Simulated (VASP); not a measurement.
## NaFeN: single point with PBE

NaFeN:

```xyz
6
Lattice="2.9690 0.0000 0.0000 -1.4845 2.5712 0.0000 0.0000 0.0000 9.7879" Properties=species:S:1:pos:R:3 pbc="T T T"
Na    1.4845    0.8571    7.4565
Na    0.0000    1.7141    2.5626
Fe    0.0000    0.0000    5.0730
Fe    0.0000    0.0000    0.1790
N     0.0000    1.7141    5.5256
N     1.4845    0.8571    0.6317
```

```
Program             : VASP 6.6.1
Task                : single point
Functional          : PBE
Potentials or basis : VASP PAW PBE potentials, release 64 (Na_pv, Fe, N)
Cutoff              : 520 eV
k mesh              : 9 × 9 × 2
Occupations         : gaussian, width 0.01 eV
Spin                : no spin polarisation
```

The pressure is 5.4 GPa, the largest force is 0.415 eV/Å and the band gap on the k mesh is 0.38 eV (least direct gap 0.71 eV).

Forces in eV/Å, atoms in the order of the input:
```
Na   0.000  0.000  0.038
Na   0.000  0.000  0.038
Fe   0.000  0.000 -0.415
Fe   0.000  0.000 -0.415
N    0.000  0.000  0.377
N    0.000  0.000  0.377
```

Stress tensor (GPa, compression positive):
```
6.89 0.00 0.00
0.00 6.89 0.00
0.00 0.00 2.33
```

Levels at points of the mesh, in eV from the valence-band top:
| k point | band 18 | band 19 | band 20 | band 21 | band 22 | band 23 |
| --- | --- | --- | --- | --- | --- | --- |
| (0.00, 0.00, 0.00) | -0.60 | -0.60 | -0.60 | 1.80 | 2.45 | 4.23 |
| (0.00, 0.00, 0.50) | -0.60 | -0.60 | -0.60 | 2.04 | 2.04 | 4.24 |

It took 49 s on 1 thread of Intel(R) Xeon(R) Platinum 8488C (Sapphire Rapids), on a shared host, peak memory 0.22 GiB.

Caveat: the cell stands under pressure; semilocal functionals underestimate gaps, and a narrow one can read as zero. Spin polarisation is off, so any magnetic state and its effect on volume and gap are missing.
